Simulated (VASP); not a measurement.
W:

```
CELL_PARAMETERS angstrom
0.00000 2.74000 2.74000
2.74000 0.00000 2.74000
2.74000 2.74000 0.00000
ATOMIC_POSITIONS crystal
W 0.00000 0.00000 0.00000
W 0.25000 0.25000 0.25000
```

This isn't the form of W at room conditions, which is bcc.

* Program: VASP 6.6.1
* Task: relaxation of cell and atoms
* Functional: LDA
* Potentials or basis: VASP PAW LDA potentials, release 64 (W_sv)
* Cutoff: 600 eV
* k mesh: 8 × 8 × 8
* Occupations: fermi-dirac, width 0.05 eV
* Spin: no spin polarisation

At the start: pressure 23.6 GPa; volume 20.57 Å³/atom.

Q: How do energy, volume and symmetry change on relaxing?

A: Over 5 steps the energy falls by 191.4 meV/atom and the volume is 23.45 Å³/atom (+14.0 %); space group Fd-3m (No. 227, to 0.1 Å) before and after.

The path:
| step | energy change (eV) | largest force (eV/Å) | pressure (GPa) | volume (Å³) |
| --- | --- | --- | --- | --- |
| 1 | 0.0000 | 0.0000 | 23.58 | 41.14 |
| 2 | 0.9101 | 0.0000 | -22.02 | 61.93 |
| 3 | -0.3796 | 0.0000 | -1.68 | 47.53 |
| 4 | -0.3827 | 0.0000 | -0.25 | 47.02 |
| 5 | -0.3827 | 0.0000 | 0.11 | 46.90 |

Final structure:
```xyz
2
Lattice="0.0000 2.8623 2.8623 2.8623 0.0000 2.8623 2.8623 2.8623 0.0000" Properties=species:S:1:pos:R:3 pbc="T T T"
W     0.0000    0.0000    0.0000
W     1.4312    1.4312    1.4312
```
